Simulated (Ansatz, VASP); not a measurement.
**One calculation of TiCo, two programs**

```xyz
2
Lattice="2.9861 0.0000 0.0000 0.0000 2.9861 0.0000 0.0000 0.0000 2.9861" Properties=species:S:1:pos:R:3 pbc="T T T"
Co    1.4931    1.4931    1.4931
Ti    0.0000    0.0000    0.0000
```

Alike in both runs: functional r2SCAN; dispersion D3(BJ); k mesh 9 × 9 × 9; occupations fermi-dirac, width 0.025 eV; collinear spin.

|  | VASP | Ansatz |
| --- | --- | --- |
| version | VASP 6.6.1 | Ansatz 0.2.0 |
| potentials or method | VASP PAW PBE potentials, release 64 (Co, Ti_sv) | SG15 NC |
| plane-wave cutoff (eV) | 520 | 1225 |
| valence electrons in the cell | 21 | 29 |
| task | single point | density of states |

```tsv
	VASP	Ansatz	Ansatz less VASP
gap on the k mesh at the Fermi level (eV)	none	none	-
pressure (GPa)	-2.3	-1.7	+0.58
net moment per atom (μB)	0.43	0.43	+0.001
size of the moment on the site where the two differ most (μB)	1.37	1.52	+0.146
```

VASP's potentials were made for PBE, not for r2SCAN. Site moments also hang on the region over which each program counts them. A gap of «none» marks a metal or a gap that the smearing closes. VASP's potentials hold 21 valence electrons a cell and Ansatz's 29, so a difference there can come from the potentials and not from the codes.

Noted on Ansatz's run: the magnetic or orbital state may not be the lowest.
